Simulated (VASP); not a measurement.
# CaZr (P2_13) in VASP: further runs, part 2 of 2

VASP 6.6.1. The steps go on from the part before.

## 3. Single point, PBE

This run uses another cell than the first one, of 28.59 Å³/atom.

Contents of INCAR:

```
PREC = Accurate ; ENCUT = 520
EDIFF = 1E-6 ; ISMEAR = 0
SIGMA = 0.1 ; LREAL = False
LASPH = True ; NELM = 80
ALGO = Fast ; ISIF = 2
LWAVE = False ; LCHARG = False
GGA = PE ; NBANDS = 54
```

Contents of KPOINTS:

```
regular mesh
0
Gamma
  4 4 4
```

Contents of POSCAR:

```
CaZr
1.0
    6.1152945415      0.0000000000      0.0000000000
    0.0000000000      6.1152945415      0.0000000000
    0.0000000000      0.0000000000      6.1152945415
Ca Zr
4 4
Direct
    0.8480979429      0.8480979429      0.8480979429
    0.6519020571      0.1519020571      0.3480979429
    0.3480979429      0.6519020571      0.1519020571
    0.1519020571      0.3480979429      0.6519020571
    0.1463550666      0.1463550666      0.1463550666
    0.3536449334      0.8536449334      0.6463550666
    0.6463550666      0.3536449334      0.8536449334
    0.8536449334      0.6463550666      0.3536449334
```

Potentials or basis: VASP PAW PBE potentials, release 64 (Ca_sv, Zr_sv).

On the command line:

```sh
$ cat potpaw_PBE.64/Ca_sv/POTCAR potpaw_PBE.64/Zr_sv/POTCAR > POTCAR
$ mpirun -np 1 vasp_std > vasp.out
```

OUTCAR:

```text
PREC = Accurate
   ENCUT = 520
   EDIFF = 1E-6
   ISMEAR = 0
   LREAL = False
   LASPH = True
   NELM = 80
   ISIF = 2
   GGA = PE

 ion  position               nearest neighbor table
   1  0.848  0.848  0.848-   5 3.16   6 3.27   7 3.27   8 3.27   7 3.33   8 3.33   6 3.33
   2  0.652  0.152  0.348-   6 3.16   5 3.27   7 3.27   8 3.27   7 3.33   8 3.33   5 3.33
   3  0.348  0.652  0.152-   7 3.16   6 3.27   5 3.27   8 3.27   8 3.33   6 3.33   5 3.33
   4  0.152  0.348  0.652-   8 3.16   6 3.27   7 3.27   5 3.27   6 3.33   5 3.33   7 3.33
   5  0.146  0.146  0.146-   1 3.16   2 3.27   3 3.27   4 3.27   3 3.33   4 3.33   2 3.33   6 3.76
                             7 3.76   8 3.76   6 3.76   8 3.76   7 3.76
   6  0.354  0.854  0.646-   2 3.16   1 3.27   3 3.27   4 3.27   3 3.33   4 3.33   1 3.33   8 3.76
                             5 3.76   5 3.76   7 3.76   7 3.76   8 3.76
   7  0.646  0.354  0.854-   3 3.16   2 3.27   1 3.27   4 3.27   4 3.33   2 3.33   1 3.33   8 3.76
                             5 3.76   8 3.76   6 3.76   6 3.76   5 3.76
   8  0.854  0.646  0.354-   4 3.16   2 3.27   3 3.27   1 3.27   2 3.33   1 3.33   3 3.33   7 3.76
[... 194 lines left out ...]
 k-point     1 :       0.0000    0.0000    0.0000
  band No.  band energies     occupation
      1     -44.1508      2.00000
      2     -44.1392      2.00000
      3     -44.1392      2.00000
      4     -44.1392      2.00000
      5     -35.4086      2.00000
      6     -35.3929      2.00000
[... 616 lines left out ...]
     53       6.1684      0.00000
     54       6.1684      0.00000

------------------------ aborting loop because EDIFF is reached ----------------------------------------

  FORCE on cell =-STRESS in cart. coord.  units (eV):
  Direction    XX          YY          ZZ          XY          YZ          ZX
  --------------------------------------------------------------------------------------
  -------------------------------------------------------------------------------------
  Total        0.4407245      0.4407245      0.4407245      0.0000000      0.0000000      0.0000000
  in kB        3.0876330      3.0876330      3.0876330      0.0000000      0.0000000      0.0000000
  external PRESSURE =       3.0876330 kB  Pullay stress =       0.0000000 kB

 VOLUME and BASIS-vectors are now :
 -----------------------------------------------------------------------------
  energy-cutoff  :      520.00
  volume of cell :      228.69
      direct lattice vectors                 reciprocal lattice vectors
     6.115294541  0.000000000  0.000000000     0.163524421  0.000000000  0.000000000
     0.000000000  6.115294541  0.000000000     0.000000000  0.163524421  0.000000000
     0.000000000  0.000000000  6.115294541     0.000000000  0.000000000  0.163524421

 POSITION                                       TOTAL-FORCE (eV/Angst)
 -----------------------------------------------------------------------------------
      5.18637      5.18637      5.18637        -0.002505     -0.002505     -0.002505
      3.98657      0.92893      2.12872         0.002505      0.002505     -0.002505
      2.12872      3.98657      0.92893        -0.002505      0.002505      0.002505
      0.92893      2.12872      3.98657         0.002505     -0.002505      0.002505
      0.89500      0.89500      0.89500        -0.000730     -0.000730     -0.000730
      2.16264      5.22029      3.95265         0.000730      0.000730     -0.000730
      3.95265      2.16264      5.22029        -0.000730      0.000730      0.000730
      5.22029      3.95265      2.16264         0.000730     -0.000730      0.000730
 -----------------------------------------------------------------------------------
    total drift:                               -0.000000     -0.000000      0.000000

  FREE ENERGIE OF THE ION-ELECTRON SYSTEM (eV)
  ---------------------------------------------------
  free  energy   TOTEN  =       -36.7103324240 eV

  energy  without entropy=      -36.6797921862  energy(sigma->0) =      -36.69506231
```

OSZICAR:

```text
N       E                     dE             d eps       ncg     rms          rms(c)
DAV:   1     0.102763061280E+04    0.10276E+04   -0.44432E+04  1188   0.159E+03
DAV:   2     0.490985291450E+02   -0.97853E+03   -0.96367E+03  1264   0.493E+02
DAV:   3    -0.294448715684E+02   -0.78543E+02   -0.76005E+02  1800   0.107E+02
[... 19 lines left out ...]
RMM:  23    -0.367103263386E+02   -0.32469E-05   -0.33549E-05  1708   0.152E-02    0.920E-03
RMM:  24    -0.367103289295E+02   -0.25909E-05   -0.26650E-05  1554   0.126E-02    0.838E-03
RMM:  25    -0.367103305084E+02   -0.15789E-05   -0.16715E-05  1438   0.104E-02    0.877E-03
RMM:  26    -0.367103316337E+02   -0.11254E-05   -0.12066E-05  1321   0.886E-03    0.838E-03
RMM:  27    -0.367103324240E+02   -0.79023E-06   -0.85873E-06  1194   0.764E-03
   1 F= -.36710332E+02 E0= -.36695062E+02  d E =-.305402E-01
```

Wall time 2.8 min (1 thread of Intel Xeon 6975P-C (Granite Rapids), shared host); peak memory 0.38 GiB.

What came out:

- Free energy: -36.7103 eV
- Pressure: 0.3 GPa
- Largest force: 0.004 eV/Å
- Band gap on the k mesh: zero (bands 44 and 45 overlap by 0.18 eV)

Forces on the atoms (eV/Å):
```
Ca  -0.003 -0.003 -0.003
Ca   0.003  0.003 -0.003
Ca  -0.003  0.003  0.003
Ca   0.003 -0.003  0.003
Zr  -0.001 -0.001 -0.001
Zr   0.001  0.001 -0.001
Zr  -0.001  0.001  0.001
Zr   0.001 -0.001  0.001
```

## 4. Relaxation of cell and atoms, PBE

Contents of INCAR:

```
PREC     = Accurate       # precision mode
ENCUT    = 600            # plane-wave cutoff, eV
EDIFF    = 1E-7           # SCF threshold, eV
ISMEAR   = 0              # smearing method
SIGMA    = 0.1            # smearing width, eV
LREAL    = F              # projectors in reciprocal space
LASPH    = T              # aspherical terms in the spheres
NELM     = 80             # most SCF steps
ALGO     = Fast           # electronic algorithm
ISIF     = 3              # what is computed and relaxed
LWAVE    = F              # write WAVECAR
LCHARG   = F              # write CHGCAR
GGA      = PE             # functional
IBRION   = 2              # ionic algorithm
NSW      = 90             # ionic steps
EDIFFG   = -0.04          # ionic threshold
```

Contents of KPOINTS:

```
Automatic mesh
0
Gamma
  4 4 4
```

Contents of POSCAR:

```
CaZr
1.0
    5.5710258011      0.0000000000      0.0000000000
    0.0000000000      5.5710258011      0.0000000000
    0.0000000000      0.0000000000      5.5710258011
Ca Zr
4 4
Direct
    0.8440000000      0.8440000000      0.8440000000
    0.6560000000      0.1560000000      0.3440000000
    0.3440000000      0.6560000000      0.1560000000
    0.1560000000      0.3440000000      0.6560000000
    0.1500000000      0.1500000000      0.1500000000
    0.3500000000      0.8500000000      0.6500000000
    0.6500000000      0.3500000000      0.8500000000
    0.8500000000      0.6500000000      0.3500000000
```

On the command line:

```sh
$ cat potpaw_PBE.64/Ca_sv/POTCAR potpaw_PBE.64/Zr_sv/POTCAR > POTCAR
$ mpirun -np 1 vasp_std > vasp.out
```

Wall time 23 min (1 thread of Intel Xeon 6975P-C (Granite Rapids), shared host); peak memory 0.41 GiB.

Results (log left out):

```yaml
Free_energy: -36.6935 eV
Relaxed_volume: 28.86 Å³/atom
Relaxed_cell: a = 6.135 Å, b = 6.135 Å, c = 6.135 Å, α = 90.00°, β = 90.00°, γ = 90.00°
Space_group_after_relaxing_to_0.1_Å: P2_13 (No. 198)
Energy_gained_by_relaxing: 348.3 meV/atom
Ionic_steps: 6
Pressure_after_relaxing: -0.1 GPa
Largest_force_after_relaxing: 0.020 eV/Å
Band_gap_on_the_k_mesh: zero (bands 44 and 45 overlap by 0.18 eV)
```

Forces in eV/Å, atoms in the order of the input:
```
Ca   0.012  0.012  0.012
Ca  -0.012 -0.012  0.012
Ca   0.012 -0.012 -0.012
Ca  -0.012  0.012 -0.012
Zr  -0.007 -0.007 -0.007
Zr   0.007  0.007 -0.007
Zr  -0.007  0.007  0.007
Zr   0.007 -0.007  0.007
```

Step by step:
```
step  energy change (eV)  largest force (eV/Å)  pressure (GPa)  volume (Å³)
   1              0.0000                0.2728           18.75       172.90
   2             -2.6609                0.1554           -2.10       244.24
   3             -2.7677                0.1665            0.11       229.79
   4             -2.7679                0.1653           -0.11       231.04
   5             -2.7752                0.1304           -0.10       231.00
   6             -2.7862                0.0204           -0.09       230.89
```

Final structure:
```
CELL_PARAMETERS angstrom
6.13478 0.00000 0.00000
0.00000 6.13478 0.00000
0.00000 0.00000 6.13478
ATOMIC_POSITIONS crystal
Ca 0.84764 0.84764 0.84764
Ca 0.65236 0.15236 0.34764
Ca 0.34764 0.65236 0.15236
Ca 0.15236 0.34764 0.65236
Zr 0.14660 0.14660 0.14660
Zr 0.35340 0.85340 0.64660
Zr 0.64660 0.35340 0.85340
Zr 0.85340 0.64660 0.35340
```

Levels at points of the mesh, in eV from the Fermi level:
```csv
k point,band 41,band 42,band 43,band 44,band 45,band 46,band 47,band 48
"(0.00, 0.00, 0.00)",-0.58,-0.58,-0.06,-0.06,-0.06,0.20,0.20,0.22
"(0.50, 0.00, 0.00)",-0.50,-0.50,-0.15,-0.15,0.25,0.25,0.50,0.50
"(0.50, 0.50, 0.00)",-0.51,-0.51,-0.08,-0.08,0.37,0.37,0.44,0.44
"(0.50, 0.50, 0.50)",-0.58,-0.58,-0.58,-0.58,0.21,0.21,0.21,0.21
```

Caveat: the volume moved by over 15 % at a fixed basis, so the end points are rough.

## 5. The runs side by side

```csv
task,cell,cutoff (eV),gap on the mesh (eV),pressure (GPa),largest force (eV/Å)
single point,"a = 5.571 Å, 8 atoms, atomic positions A",520,none,18.8,0.27
single point,"a = 6.115 Å, 8 atoms, atomic positions B",520,none,0.3,-
relaxation of cell and atoms,"relaxed from a = 5.571 Å, 8 atoms, atomic positions A",600,none,-0.1,0.02
```

Alike in all rows: level PBE; potentials or basis VASP PAW PBE potentials, release 64 (Ca_sv, Zr_sv); no spin polarisation; k mesh 4 × 4 × 4; smearing gaussian 0.1 eV.

Caveats: the cell stands under pressure (at least some runs); the volume moved by over 15 % at a fixed basis, so the end points are rough (at least some runs).

Total energies depend on the potentials used, so only differences within one code and one set of settings carry meaning.
